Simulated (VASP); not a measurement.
Runs of VASP 6.6.1 on NaPr. The structure is that of space group Fm-3m (No. 225), or close to it. The cells are those of the table. The cell was generated, and may not be a known phase.

```csv
task,cell,k mesh,gap on the mesh (eV),pressure (GPa),relaxed volume (Å³/atom)
relaxation of cell and atoms,"relaxed from a = 4.685 Å, angles 60.0°, 2 atoms",14 × 14 × 14,none,0.0,(a)
single point,"a = 4.701 Å, angles 60.0°, 2 atoms",14 × 14 × 14,none,(b),-
single point,"a = 4.296 Å, angles 60.0°, 2 atoms",6 × 6 × 6,none,8.8,-
single point,"a = 4.685 Å, angles 60.0°, 2 atoms",6 × 6 × 6,none,0.3,-
relaxation of cell and atoms,"relaxed from a = 4.296 Å, angles 60.0°, 2 atoms",6 × 6 × 6,none,0.0,36.86
```

Alike in all rows: level PBE; potentials or basis VASP PAW PBE potentials, release 64 (Na_pv, Pr_3), 4f in core; no spin polarisation; cutoff (eV) 500; smearing gaussian 0.1 eV.

Problem. Estimate the missing entries.

Solution. (a) 37.00; (b) 0.2.

Caveats: spin-orbit coupling is left out, which moves the levels of the heavy elements; the 4f electrons are frozen in the core, so they carry no moment and show no levels; the cell stands under pressure (at least some runs); the volume moved by over 15 % at a fixed basis, so the end points are rough (at least some runs).

A k mesh can miss the band edges, and the runs leave out spin-orbit coupling on Pr.

A gap of «none» marks levels without a gap at the run's occupations.
